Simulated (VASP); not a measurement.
# Al3Ru2 (I4/mmm) in VASP: a series of runs

Runs on Al3Ru2. Level: r2SCAN. Tasks: single point.

Program: VASP 6.6.1. These are calculated values, not measurements. Logs are shortened: lines on timing, memory, paths and dates and some standing lists are left out, and cuts for length are marked.

### Step 1. The cell of the first run

It takes space group I4/mmm (No. 139, tetragonal). The conventional cell has a = 3.031 Å, b = 3.031 Å, c = 14.466 Å, α = 90.00°, β = 90.00°, γ = 90.00°. Within 3.5 Å of Al (site symmetry 4/mmm) lie 8 Ru at 2.63 Å and 6 Al at 2.79 to 3.03 Å. Within 3.3 Å of Al (site symmetry 4mm) lie 5 Ru at 2.50 to 2.92 Å and 9 Al at 2.70 to 3.03 Å. Ru (site symmetry 4mm) has 9 Al at 2.50 to 2.92 Å and 5 Ru at 3.03 Å within 3.3 Å.

### Step 2. Single point, r2SCAN (biaxial strain in the a-b plane: -1.5 %, then relaxed in part)

Contents of POSCAR:

```
Al3Ru2
1.0
    3.0311546963      0.0000000000      0.0000000000
    0.0000000000      3.0311546963      0.0000000000
    0.0000000000      0.0000000000     14.4664522249
Al Ru
6 4
Direct
    0.0000000000      0.0000000000      0.0000000000
    0.5000000000      0.5000000000      0.3068051026
    0.0000000000      0.0000000000      0.1931948974
    0.5000000000      0.5000000000      0.5000000000
    0.0000000000      0.0000000000      0.8068051026
    0.5000000000      0.5000000000      0.6931948974
    0.5000000000      0.5000000000      0.1048652768
    0.0000000000      0.0000000000      0.3951347232
    0.0000000000      0.0000000000      0.6048652768
    0.5000000000      0.5000000000      0.8951347232
```

Contents of INCAR.step1:

```
PREC     = Accurate       # precision mode
ENCUT    = 520            # plane-wave cutoff, eV
ISMEAR   = 0              # smearing method
SIGMA    = 0.1            # smearing width, eV
LREAL    = False          # projectors in reciprocal space
LASPH    = True           # aspherical terms in the spheres
NELM     = 100            # most SCF steps
NBANDS   = 48             # bands
GGA      = PE             # functional
ALGO     = Normal         # electronic algorithm
EDIFF    = 1E-4           # SCF threshold, eV
LWAVE    = True           # write WAVECAR
LCHARG   = False          # write CHGCAR
```

Contents of INCAR.step2:

```
PREC     = Accurate       # precision mode
ENCUT    = 520            # plane-wave cutoff, eV
EDIFF    = 1E-6           # SCF threshold, eV
ISMEAR   = 0              # smearing method
SIGMA    = 0.1            # smearing width, eV
LREAL    = False          # projectors in reciprocal space
LASPH    = True           # aspherical terms in the spheres
NELM     = 100            # most SCF steps
ALGO     = Normal         # electronic algorithm
ISIF     = 2              # what is computed and relaxed
LWAVE    = False          # write WAVECAR
LCHARG   = False          # write CHGCAR
METAGGA  = R2SCAN         # meta-GGA
LMIXTAU  = True         
NBANDS   = 48             # bands
ISTART   = 1
```

Contents of KPOINTS:

```
regular mesh
0
Gamma
  12 12 4
```

Potentials or basis: VASP PAW PBE potentials, release 64 (Al, Ru_pv).

Launch:

```bash
$ cat potpaw_PBE.64/Al/POTCAR potpaw_PBE.64/Ru_pv/POTCAR > POTCAR
$ cp INCAR.step1 INCAR
$ mpirun -np 1 vasp_std > vasp.out
$ cp INCAR.step2 INCAR
$ mpirun -np 1 vasp_std > vasp.out
```

OUTCAR:

```text
PREC = Accurate
   ENCUT = 520
   EDIFF = 1E-6
   ISMEAR = 0
   LREAL = False
   LASPH = True
   NELM = 100
   ISIF = 2
   METAGGA = R2SCAN
   ISTART = 1

 ion  position               nearest neighbor table
   1  0.000  0.000  0.000-   7 2.63  10 2.63   7 2.63  10 2.63   7 2.63  10 2.63   7 2.63  10 2.63
                             3 2.79   5 2.79
   2  0.500  0.500  0.307-   8 2.50   8 2.50   8 2.50   8 2.50   3 2.70   3 2.70   3 2.70   3 2.70
                             4 2.79   7 2.92
   3  0.000  0.000  0.193-   7 2.50   7 2.50   7 2.50   7 2.50   2 2.70   2 2.70   2 2.70   2 2.70
                             1 2.79   8 2.92
   4  0.500  0.500  0.500-   8 2.63   9 2.63   8 2.63   9 2.63   8 2.63   9 2.63   8 2.63   9 2.63
                             2 2.79   6 2.79
   5  0.000  0.000  0.807-  10 2.50  10 2.50  10 2.50  10 2.50   6 2.70   6 2.70   6 2.70   6 2.70
                             1 2.79   9 2.92
   6  0.500  0.500  0.693-   9 2.50   9 2.50   9 2.50   9 2.50   5 2.70   5 2.70   5 2.70   5 2.70
                             4 2.79  10 2.92
   7  0.500  0.500  0.105-   3 2.50   3 2.50   3 2.50   3 2.50   1 2.63   1 2.63   1 2.63   1 2.63
                             2 2.92  10 3.03
   8  0.000  0.000  0.395-   2 2.50   2 2.50   2 2.50   2 2.50   4 2.63   4 2.63   4 2.63   4 2.63
                             3 2.92   9 3.03
   9  0.000  0.000  0.605-   6 2.50   6 2.50   6 2.50   6 2.50   4 2.63   4 2.63   4 2.63   4 2.63
                             5 2.92   8 3.03
  10  0.500  0.500  0.895-   5 2.50   5 2.50   5 2.50   5 2.50   1 2.63   1 2.63   1 2.63   1 2.63
                             6 2.92   7 3.03

  LATTYP: Found a simple tetragonal cell.
 ALAT       =     3.0311546963
 C/A-ratio  =     4.7725878994

  Lattice vectors:

 A1 = (   3.0311546963,   0.0000000000,   0.0000000000)
 A2 = (   0.0000000000,   3.0311546963,   0.0000000000)
 A3 = (   0.0000000000,   0.0000000000,  14.4664522249)

Analysis of symmetry for initial positions (statically):
=====================================================================
 Subroutine PRICEL returns following result:

  LATTYP: Found a body centered tetragonal cell.
 ALAT       =     3.0311546963
 C/A-ratio  =     4.7725878994

  Lattice vectors:

 A1 = (  -1.5155773482,   1.5155773481,   7.2332261125)
 A2 = (   1.5155773481,  -1.5155773481,   7.2332261124)
 A3 = (   1.5155773482,   1.5155773482,  -7.2332261125)

   2 primitive cells build up your supercell.

 Routine SETGRP: Setting up the symmetry group for a
 simple tetragonal supercell.

 Subroutine GETGRP returns: Found 16 space group operations
 (whereof 16 operations were pure point group operations)
 out of a pool of 16 trial point group operations.

The static configuration has the point symmetry D_4h.

Analysis of symmetry for dynamics (positions and initial velocities):
=====================================================================
 Subroutine PRICEL returns following result:

  LATTYP: Found a body centered tetragonal cell.
 ALAT       =     3.0311546963
 C/A-ratio  =     4.7725878994

  Lattice vectors:

 A1 = (  -1.5155773482,   1.5155773481,   7.2332261125)
 A2 = (   1.5155773481,  -1.5155773481,   7.2332261124)
 A3 = (   1.5155773482,   1.5155773482,  -7.2332261125)

   2 primitive cells build up your supercell.

 Routine SETGRP: Setting up the symmetry group for a
 simple tetragonal supercell.

 Subroutine GETGRP returns: Found 16 space group operations
 (whereof 16 operations were pure point group operations)
 out of a pool of 16 trial point group operations.

The dynamic configuration has the point symmetry D_4h.

 Subroutine INISYM returns: Found 16 space group operations
 (whereof 16 operations are pure point group operations),
 and found     2 'primitive' translations

----------------------------------------------------------------------------------------

                                     Primitive cell

  volume of cell :      66.4581

  direct lattice vectors                    reciprocal lattice vectors
    -1.515577348  1.515577348  7.233226112     0.000000000  0.329907280  0.069125449
     1.515577348 -1.515577348  7.233226112     0.329907280  0.000000000  0.069125449
     1.515577348  1.515577348 -7.233226112     0.329907280  0.329907280  0.000000000

  length of vectors
     7.544104280  7.544104280  7.544104280     0.337071418  0.337071418  0.466559349

  position of ions in fractional coordinates (direct lattice)
     0.000000000  0.000000000  0.000000000
     0.806805103  0.806805103  0.000000000
     0.193194897  0.193194897  0.000000000
     0.604865277  0.604865277  0.000000000
     0.395134723  0.395134723  0.000000000

  ion indices of the primitive-cell ions
   primitive index   ion index
                 1           1
                 2           5
                 3           3
                 4           9
                 5           8

----------------------------------------------------------------------------------------

 KPOINTS: regular mesh

Automatic generation of k-mesh.
 Grid dimensions read from file:
 generate k-points for:   12   12    4

 Generating k-lattice:

  Cartesian coordinates                     Fractional coordinates (reciprocal lattice)
     0.027492273  0.000000000  0.000000000     0.083333333  0.000000000  0.000000000
     0.000000000  0.027492273  0.000000000     0.000000000  0.083333333  0.000000000
     0.000000000  0.000000000  0.017281362     0.000000000  0.000000000  0.250000000

  Length of vectors
     0.027492273  0.027492273  0.017281362

  Shift w.r.t. Gamma in fractional coordinates (k-lattice)
     0.000000000  0.000000000  0.000000000

 Subroutine IBZKPT returns following result:
 ===========================================

 Found     84 irreducible k-points:

 Following reciprocal coordinates:
            Coordinates               Weight
  0.000000  0.000000  0.000000      1.000000
  0.083333  0.000000  0.000000      4.000000
  0.166667  0.000000  0.000000      4.000000
  0.250000  0.000000  0.000000      4.000000
  0.333333  0.000000  0.000000      4.000000
  0.416667  0.000000  0.000000      4.000000
[... 16 lines left out ...]
  0.333333  0.333333  0.000000      4.000000
  0.416667  0.333333  0.000000      8.000000
 [... further k-points ...]
   k-points           NKPTS =     84   k-points in BZ     NKDIM =     84   number of bands    NBANDS=     48
   number of dos      NEDOS =    301   number of ions     NIONS =     10
   total plane-waves  NPLWV =  62208
   dimension x,y,z NGX =    24 NGY =   24 NGZ =  108
   dimension x,y,z NGXF=    48 NGYF=   48 NGZF=  216
   ions per type =               6   4
   NGX,Y,Z   is equivalent  to a cutoff of  13.16, 13.16, 12.41 a.u.
   NGXF,Y,Z  is equivalent  to a cutoff of  26.33, 26.33, 24.82 a.u.
 SYSTEM =  unknown system
   PREC   = accura    normal or accurate (medium, high low for compatibility)
   ISTART =      1    job   : 0-new  1-cont  2-samecut
   ICHARG =      0    charge: 1-file 2-atom 10-const
   ISPIN  =      1    spin polarized calculation?
   LNONCOLLINEAR =      F non collinear calculations
   LSORBIT =      F    spin-orbit coupling
   LASPH  =      T    aspherical Exc in radial PAW
   ENCUT  =  520.0 eV  38.22 Ry    6.18 a.u.   5.64  5.64 26.90*2*pi/ulx,y,z
   NELM   =    100;   NELMIN=  2; NELMDL=  0     # of ELM steps
   EDIFF  = 0.1E-05   stopping-criterion for ELM
   LREAL  =      F    real-space projection
   EDIFFG = 0.1E-04   stopping-criterion for IOM
   NSW    =      0    number of steps for IOM
   IBRION =     -1    ionic relax: 0-MD 1-quasi-New 2-CG
   NFREE  =      0    steps in history (QN), initial steepest desc. (CG)
   ISIF   =      2    stress and relaxation
   ISYM   =      2    0-nonsym 1-usesym 2-fastsym
   POTIM  = 0.5000    time-step for ionic-motion
   TEBEG  =    0.0;   TEEND  =   0.0 temperature during run
   PSTRESS=    0.0 pullay stress
   NELECT =      74.0000    total number of electrons
   NUPDOWN=      -1.0000    fix difference up-down
   EMIN   =  10.00;   EMAX   =-10.00  energy-range for DOS
   EFERMI =   0.00;   METHOD = LEGACY
   ISMEAR =     0;   SIGMA  =   0.10  broadening in eV -4-tet -1-fermi 0-gaus
   EFERMI_NEDOS =   21; number of points for ismear=-14 and -15
   IALGO  =     38    algorithm
   IMIX   =      4    mixing-type and parameters
     AMIX     =   0.40;   BMIX     =  1.00
     AMIX_MAG =   1.60;   BMIX_MAG =  1.00
  volume/ion in A,a.u.               =      13.29        89.70
  Fermi-wavevector in a.u.,A,eV,Ry     =   1.346768  2.545022 24.678015  1.813783
  Thomas-Fermi vector in A             =   2.474573
   LORBIT       =      0    0 simple, 1 ext, 2 COOP (PROOUT), +10 PAW based schemes
   METAGGA = R2SCAN    functional components
   LHFCALC =     F    Hartree Fock is set to
   AEXX    =    0.0000 exact exchange contribution
   IVDW    =     0    specifies the selected vdW correction
   LEPSILON=     F    determine dielectric tensor
   LRPA    =     F    only Hartree local field effects (RPA)
 non-spin polarized calculation
 Gauss-broadening in eV      SIGMA  =   0.10
  energy-cutoff  :      520.00
  volume of cell :      132.92
 maximum number of plane-waves:      3612
 NGX is ok and might be reduce to    24
   NGX = 11   NGY = 11   NGZ = 53

 number of electron      74.0000004 magnetization

 Free energy of the ion-electron system (eV)
  ---------------------------------------------------
  ext. energy  EPLUGINS =         0.00000000
  ---------------------------------------------------
  free energy    TOTEN  =      -149.82267183 eV

  energy without entropy =     -149.80942507  energy(sigma->0) =     -149.81604845

 E-fermi :  10.6404     XC(G=0): -13.2591

 val. band max:       10.6180972155   @ k =   0.3333   0.3333   0.2500
 cond. band min:      10.6644398942   @ k =   0.4167   0.3333   0.2500
 fundamental gap:      0.0463426788
 Fermi energy:        10.6404100702

 k-point     1 :       0.0000    0.0000    0.0000
  band No.  band energies     occupation
      1     -32.6790      2.00000
      2     -32.6772      2.00000
      3     -32.5798      2.00000
      4     -32.5780      2.00000
      5     -32.5698      2.00000
      6     -32.5698      2.00000
[... 40 lines left out ...]
     47      17.0956      0.00000
     48      17.3793      0.00000

 k-point     2 :       0.0833    0.0000    0.0000
  band No.  band energies     occupation
      1     -32.6773      2.00000
      2     -32.6756      2.00000
      3     -32.5838      2.00000
      4     -32.5837      2.00000
      5     -32.5788      2.00000
      6     -32.5770      2.00000
[... 1114 lines left out ...]
 k-point    24 :       0.4167    0.3333    0.0000
  band No.  band energies     occupation
      1     -32.7418      2.00000
      2     -32.7418      2.00000
      3     -32.7306      2.00000
      4     -32.7305      2.00000
      5     -32.7013      2.00000
      6     -32.7013      2.00000
[... 40 lines left out ...]
     47      15.2776      0.00000
     48      15.4184      0.00000

 [... further k-points ...]

------------------------ aborting loop because EDIFF is reached ----------------------------------------

  FORCE on cell =-STRESS in cart. coord.  units (eV):
  Direction    XX          YY          ZZ          XY          YZ          ZX
  --------------------------------------------------------------------------------------
  -------------------------------------------------------------------------------------
  Total        4.8034062      4.8034062     -0.0533051      0.0000000      0.0000000     -0.0000000
  in kB       57.9004123     57.9004123     -0.6425410      0.0000000      0.0000000     -0.0000000
  external PRESSURE =      38.3860946 kB  Pullay stress =       0.0000000 kB

 VOLUME and BASIS-vectors are now :
 -----------------------------------------------------------------------------
  energy-cutoff  :      520.00
  volume of cell :      132.92
      direct lattice vectors                 reciprocal lattice vectors
     3.031154696  0.000000000  0.000000000     0.329907280  0.000000000  0.000000000
     0.000000000  3.031154696  0.000000000     0.000000000  0.329907280  0.000000000
     0.000000000  0.000000000 14.466452225     0.000000000  0.000000000  0.069125449

 POSITION                                       TOTAL-FORCE (eV/Angst)
 -----------------------------------------------------------------------------------
      0.00000      0.00000      0.00000        -0.000000      0.000000      0.000000
      1.51558      1.51558      4.43838         0.000000      0.000000     -0.024656
      0.00000      0.00000      2.79484        -0.000000      0.000000      0.024656
      1.51558      1.51558      7.23323         0.000000      0.000000     -0.000000
      0.00000      0.00000     11.67161         0.000000      0.000000     -0.024656
      1.51558      1.51558     10.02807        -0.000000      0.000000      0.024656
      1.51558      1.51558      1.51703        -0.000000     -0.000000     -0.001423
      0.00000      0.00000      5.71620         0.000000      0.000000      0.001423
      0.00000      0.00000      8.75025        -0.000000      0.000000     -0.001423
      1.51558      1.51558     12.94942         0.000000     -0.000000      0.001423
 -----------------------------------------------------------------------------------
    total drift:                                0.000000     -0.000000      0.000000

  FREE ENERGIE OF THE ION-ELECTRON SYSTEM (eV)
  ---------------------------------------------------
  free  energy   TOTEN  =      -149.8226718324 eV

  energy  without entropy=     -149.8094250711  energy(sigma->0) =     -149.81604845
```

Wall time 50 min (1 thread of Oxide Virtual Turin-like, shared host); peak memory 0.48 GiB.

Results:

```
Free energy            : -149.8227 eV
Pressure               : 3.8 GPa
Largest force          : 0.025 eV/Å
Band gap on the k mesh : zero (bands 37 and 38 overlap by 2.16 eV)
```

Forces in eV/Å, atoms in the order of the input:
```
Al   0.000  0.000  0.000
Al   0.000  0.000 -0.025
Al   0.000  0.000  0.025
Al   0.000  0.000  0.000
Al   0.000  0.000 -0.025
Al   0.000  0.000  0.025
Ru   0.000  0.000 -0.001
Ru   0.000  0.000  0.001
Ru   0.000  0.000 -0.001
Ru   0.000  0.000  0.001
```

Stress tensor (GPa, compression positive):
```
 5.79  0.00  0.00
 0.00  5.79  0.00
 0.00  0.00 -0.06
```

Levels at points of the mesh, in eV from the Fermi level:
```
           k point  band 35  band 36  band 37  band 38  band 39  band 40  band 41  band 42
(0.00, 0.00, 0.00)    -0.20    -0.19    -0.08    -0.07     2.45     3.51     4.57     5.00
(0.50, 0.00, 0.00)    -1.15    -1.15    -0.41    -0.41     1.56     1.56     1.99     1.99
(0.50, 0.50, 0.00)     0.69     0.69     1.46     1.46     1.50     1.50     2.15     2.15
(0.00, 0.00, 0.50)    -0.19    -0.19    -0.08    -0.08     2.78     2.78     5.37     5.37
(0.50, 0.00, 0.50)    -1.15    -1.15    -0.41    -0.41     1.54     1.54     1.99     1.99
(0.50, 0.50, 0.50)     1.41     1.41     1.41     1.41     1.46     1.46     1.50     1.50
```

Caveat: the cell differs from its parent crystal (biaxial strain in the a-b plane: -1.5 %, then relaxed in part); the stress differs along the axes, from -0 to 6 GPa; the PAW data sets were made with another functional, which shifts forces and pressure a little.

(Part 1 of 2 ends here.)

The gap in the log of VASP goes by the Fermi energy; the results here count the filled bands.